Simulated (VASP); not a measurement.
Runs of VASP 6.6.1 on Tl2FeH6. Symmetry: Fm-3m, No. 225, cubic system. The conventional cell has a = 7.022 Å, b = 7.022 Å, c = 7.022 Å, α = 90.00°, β = 90.00°, γ = 90.00°. Within 2.3 Å of H (site symmetry 4mm) lie 1 Fe at 1.70 Å. Within 2.3 Å of Fe (site symmetry m-3m) lie 6 H at 1.70 Å. Within 3.3 Å of Tl (site symmetry -43m) lie 12 H at 2.48 Å and 4 Fe at 3.04 Å. 

| spin | k mesh | gap on the mesh (eV) | pressure (GPa) | largest force (eV/Å) |
| --- | --- | --- | --- | --- |
| off | 5 × 5 × 5 | (a) | 1.2 | 0.84 |
| off | 6 × 6 × 6 | 0.04 | 1.2 | 0.84 |
| off | 5 × 5 × 5, shifted | none | 1.2 | 0.84 |
| collinear, ferromagnetic start | 5 × 5 × 5 | none | 1.7 | 0.84 |

Alike in all rows: task single point; level PBE; potentials or basis VASP PAW PBE potentials, release 64 (H, Fe, Tl_d); cell as given; cutoff (eV) 520; smearing fermi-dirac 0.1 eV.

Question: Estimate the missing entries.

Answer: (a) 0.01.

Caveats: spin-orbit coupling is left out, which moves the levels of the heavy elements.

A k mesh can miss the band edges, and the runs leave out spin-orbit coupling on Tl.

A gap of «none» marks levels without a gap at the run's occupations.
